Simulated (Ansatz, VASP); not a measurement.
CuAu: VASP beside Ansatz

POSCAR

```
CuAu
1.0
    1.4235536889      0.8218891055      4.1986478884
   -1.4235536889      0.8218891055      4.1986478884
    0.0000000000     -1.6437782110      4.1986478884
Au Cu
1 1
Direct
    0.0000000000      0.0000000000      0.0000000000
    0.5000000000      0.5000000000      0.5000000000
```

The input INCAR.step1:

```
SYSTEM = CuAu
PREC = Accurate
ENCUT = 520
ISMEAR = -1
SIGMA = 0.05
LREAL = .FALSE.
LASPH = .TRUE.
NELM = 100
NBANDS = 18
GGA = PE
ALGO = Normal
EDIFF = 1E-4
LWAVE = .TRUE.
LCHARG = .FALSE.
```

The input INCAR.step2:

```
SYSTEM = CuAu
PREC = Accurate
ENCUT = 520
EDIFF = 1E-6
ISMEAR = -1
SIGMA = 0.05
LREAL = .FALSE.
LASPH = .TRUE.
NELM = 100
ALGO = Normal
ISIF = 2
LWAVE = .FALSE.
LCHARG = .FALSE.
METAGGA = R2SCAN
LMIXTAU = .TRUE.
NBANDS = 18
ISTART = 1
```

KPOINTS

```
Automatic mesh
0
G
  11 11 11
  0 0 0
```

Contents of input.yaml:

```yaml
crystal:
  lattice:
    - [1.4235536889, 0.8218891055, 4.1986478884]
    - [-1.4235536889, 0.8218891055, 4.1986478884]
    - [0.0, -1.643778211, 4.1986478884]
  atoms:
    - { symbol: Au, position: [0.0, 0.0, 0.0] }
    - { symbol: Cu, position: [0.5, 0.5, 0.5] }
hamiltonian:
  xc: r2scan
  pseudopotentials: { kind: paw }
kpoints:
  mp_grid: { grid: [11, 11, 11] }
scf:
  occupations: { method: fermi_dirac, width: 0.05 }
output:
  forces: true
  stress: true
  eigenvalues: true
```

Alike in both runs: task single point; functional r2SCAN; k mesh 11 × 11 × 11; occupations fermi-dirac, width 0.05 eV; no spin polarisation.

|  | VASP | Ansatz |
| --- | --- | --- |
| version | VASP 6.6.1 | Ansatz 0.2.0 |
| potentials or method | VASP PAW PBE potentials, release 64 (Au, Cu) | Ansatz PAW |
| plane-wave cutoff (eV) | 520 | 500 |
| valence electrons in the cell | 22 | 38 |

VASP gave:

* gap on the k mesh at the Fermi level (eV): none
* pressure (GPa): 1.3
* traceless stress, the component that is largest in VASP (GPa): 1.01

**Question.** Which values does Ansatz return?

**Answer.** gap on the k mesh at the Fermi level (eV): none; pressure (GPa): 1.1; traceless stress, the component that is largest in VASP (GPa): 0.92.

VASP's potentials were made for PBE, not for r2SCAN. A gap of «none» marks a metal or a gap that the smearing closes. VASP's potentials hold 22 valence electrons a cell and Ansatz's 38, so a difference there can come from the potentials and not from the codes.

Spin-orbit coupling is off throughout.
